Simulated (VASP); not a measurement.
# PbO (P6_3/mmc) in VASP: settings compared, part 2 of 2

VASP 6.6.1. The steps go on from the part before.

**5. Single point, PBE**

Contents of INCAR:

```
SYSTEM = PbO
PREC     = Accurate       ! precision mode
ENCUT    = 520            ! plane-wave cutoff, eV
EDIFF    = 1E-6           ! SCF threshold, eV
ISMEAR   = 0              ! smearing method
SIGMA    = 0.01           ! smearing width, eV
LREAL    = .FALSE.        ! projectors in reciprocal space
LASPH    = .TRUE.         ! aspherical terms in the spheres
NELM     = 100            ! most SCF steps
ALGO     = Normal         ! electronic algorithm
ISIF     = 2              ! what is computed and relaxed
LWAVE    = .FALSE.        ! write WAVECAR
LCHARG   = .TRUE.         ! write CHGCAR
GGA      = PE             ! functional
LELF     = .TRUE.         ! ELF
LVHAR    = .TRUE.       
NBANDS   = 28             ! bands
```

Contents of KPOINTS:

```
Automatic mesh
0
G
  12 12 6
  0 0 0
```

Contents of POSCAR:

```
PbO
1.0
    4.2603255223      0.0000000000      0.0000000000
   -2.1301627612      3.6895501307      0.0000000000
    0.0000000000      0.0000000000      5.2767566732
Pb O
2 2
Direct
    0.3333333333      0.6666666667      0.2500000000
    0.6666666667      0.3333333333      0.7500000000
    0.6666666667      0.3333333333      0.2500000000
    0.3333333333      0.6666666667      0.7500000000
```

Potentials or basis: VASP PAW PBE potentials, release 64 (Pb_d, O).

Started as:

```
> cat potpaw_PBE.64/Pb_d/POTCAR potpaw_PBE.64/O/POTCAR > POTCAR
> mpirun -np 1 vasp_std > vasp.out
```

OUTCAR:

```text
SYSTEM = PbO
   PREC = Accurate
   ENCUT = 520
   EDIFF = 1E-6
   ISMEAR = 0
   LREAL = .FALSE.
   LASPH = .TRUE.
   NELM = 100
   ISIF = 2
   GGA = PE

 ion  position               nearest neighbor table
   1  0.333  0.667  0.250-   3 2.46   3 2.46   3 2.46   4 2.64   4 2.64   2 3.61   2 3.61   2 3.61
                             2 3.61   2 3.61   2 3.61
   2  0.667  0.333  0.750-   4 2.46   4 2.46   4 2.46   3 2.64   3 2.64   1 3.61   1 3.61   1 3.61
                             1 3.61   1 3.61   1 3.61
   3  0.667  0.333  0.250-   1 2.46   1 2.46   1 2.46   2 2.64   2 2.64
   4  0.333  0.667  0.750-   2 2.46   2 2.46   2 2.46   1 2.64   1 2.64

[... 949 lines left out ...]
  -------------------------------------------------------------------------------------
  Total        1.2342011      1.2342011      1.1937891     -0.0000000      0.0000000     -0.0000000
  in kB       23.8403830     23.8403830     23.0597682     -0.0000000      0.0000000     -0.0000000
  external PRESSURE =      23.5801780 kB  Pullay stress =       0.0000000 kB

 VOLUME and BASIS-vectors are now :
 -----------------------------------------------------------------------------
  energy-cutoff  :      520.00
  volume of cell :       82.94
      direct lattice vectors                 reciprocal lattice vectors
     4.260325522  0.000000000  0.000000000     0.234723848  0.135517877  0.000000000
    -2.130162761  3.689550131  0.000000000     0.000000000  0.271035754  0.000000000
     0.000000000  0.000000000  5.276756673     0.000000000  0.000000000  0.189510349

 POSITION                                       TOTAL-FORCE (eV/Angst)
 -----------------------------------------------------------------------------------
     -0.00000      2.45970      1.31919         0.000000     -0.000000      0.000000
      2.13016      1.22985      3.95757        -0.000000      0.000000      0.000000
      2.13016      1.22985      1.31919        -0.000000      0.000000      0.000000
     -0.00000      2.45970      3.95757        -0.000000     -0.000000      0.000000
 -----------------------------------------------------------------------------------
    total drift:                                0.000000     -0.000000      0.000000

  FREE ENERGIE OF THE ION-ELECTRON SYSTEM (eV)
  ---------------------------------------------------
  free  energy   TOTEN  =       -20.7731211791 eV

  energy  without entropy=      -20.7731211791  energy(sigma->0) =      -20.77312118
```

stdout:

```text
POSCAR found type information on POSCAR PbO
 POSCAR found :  2 types and       4 ions
 scaLAPACK will be used
 LDA part: xc-table for (Slater+PW92), standard interpolation
 POSCAR, INCAR and KPOINTS ok, starting setup
 FFT: planning ... GRIDC
 FFT: planning ... GRID_SOFT
 FFT: planning ... GRID
 WAVECAR not read
 entering main loop
```

It took 55 s on 1 thread of Intel Xeon 6975P-C (Granite Rapids), shared host; peak memory 0.28 GiB.

What came out:

| Item | Value |
| --- | --- |
| Free energy | -20.7731 eV |
| Pressure | 2.4 GPa |
| Band gap on the k mesh | 1.28 eV, direct |

Stress tensor (GPa, compression positive):
```
2.38 0.00 0.00
0.00 2.38 0.00
0.00 0.00 2.31
```

Caveat: spin-orbit coupling is left out, which moves the levels of the heavy elements.

**6. Single point, r2SCAN**

POSCAR is that of step 5.

Contents of INCAR.step1:

```
PREC = Accurate ; ENCUT = 520
ISMEAR = 0 ; SIGMA = 0.01
LREAL = F ; LASPH = T
NELM = 100 ; NBANDS = 28
GGA = PE ; ALGO = Normal
EDIFF = 1E-4 ; LWAVE = T
LCHARG = F
```

Contents of INCAR.step2:

```
PREC = Accurate ; ENCUT = 520
EDIFF = 1E-6 ; ISMEAR = 0
SIGMA = 0.01 ; LREAL = F
LASPH = T ; NELM = 100
ALGO = Normal ; ISIF = 2
LWAVE = F ; LCHARG = F
METAGGA = R2SCAN ; LMIXTAU = T
NBANDS = 28 ; ISTART = 1
```

Contents of KPOINTS:

```
regular mesh
0
Gamma
  12 12 6
```

Potentials or basis: VASP PAW PBE potentials, release 64 (Pb_d, O).

Started as:

```
> cat potpaw_PBE.64/Pb_d/POTCAR potpaw_PBE.64/O/POTCAR > POTCAR
> cp INCAR.step1 INCAR
> mpirun -np 1 vasp_std > vasp.out
> cp INCAR.step2 INCAR
> mpirun -np 1 vasp_std > vasp.out
```

Run time: 2.9 min. Hardware: 1 thread of Intel Xeon 6975P-C (Granite Rapids), shared host; peak memory 0.3 GiB.

It converged, with:

```yaml
Free_energy: -128.4784 eV
Pressure: 0.2 GPa
Band_gap_on_the_k_mesh: 1.57 eV, indirect (least direct gap 1.58 eV)
```

Stress tensor (GPa, compression positive):
```
 0.28  0.00  0.00
 0.00  0.28  0.00
 0.00  0.00 -0.03
```

Levels at points of the mesh, in eV from the valence-band top:
```csv
k point,band 18,band 19,band 20,band 21,band 22,band 23
"(0.00, 0.00, 0.00)",-2.68,-2.67,-2.67,4.15,4.43,4.43
"(0.50, 0.00, 0.00)",-3.10,-1.81,-1.35,1.96,4.22,4.79
"(0.00, 0.00, 0.50)",-3.03,-1.59,-1.59,3.52,3.52,4.42
"(0.50, 0.00, 0.50)",-2.75,-0.72,-0.72,1.58,1.58,4.51
```

Caveat: the PAW data sets were made with another functional, which shifts forces and pressure a little; spin-orbit coupling is left out, which moves the levels of the heavy elements. A k mesh can miss the band edges.

**7. Overview**

| level | cell | k mesh | gap on the mesh (eV) | pressure (GPa) |
| --- | --- | --- | --- | --- |
| r2SCAN | a = 4.260, b = 4.260, c = 5.277 Å, angles 90.0, 90.0, 120.0°, 4 atoms | 6 × 6 × 4 | 1.57 | 0.2 |
| r2SCAN | a = 4.303, b = 4.303, c = 5.329 Å, angles 90.0, 90.0, 120.0°, 4 atoms | 6 × 6 × 4 | 1.60 | -2.0 |
| r2SCAN | a = 4.344, b = 4.344, c = 5.380 Å, angles 90.0, 90.0, 120.0°, 4 atoms | 6 × 6 × 4 | 1.63 | -3.9 |
| PBE | a = 4.260, b = 4.260, c = 5.277 Å, angles 90.0, 90.0, 120.0°, 4 atoms | 12 × 12 × 6 | 1.28 | 2.4 |
| r2SCAN | a = 4.260, b = 4.260, c = 5.277 Å, angles 90.0, 90.0, 120.0°, 4 atoms | 12 × 12 × 6 | 1.57 | 0.2 |

Alike in all rows: task single point; potentials or basis VASP PAW PBE potentials, release 64 (Pb_d, O); no spin polarisation; cutoff (eV) 520; smearing gaussian 0.01 eV.

On the cell as given the gap runs from 1.28 eV (PBE) to 1.57 eV (r2SCAN); the meshes differ, which moves gaps too. The pressure there spans 0.2 GPa (r2SCAN) to 2.4 GPa (PBE); a positive pressure means that this level wants a larger cell, a negative one a smaller.

Caveats: spin-orbit coupling is left out, which moves the levels of the heavy elements; the PAW data sets were made with another functional, which shifts forces and pressure a little (some runs).

Absolute energies hang on the potentials; compare differences alone.
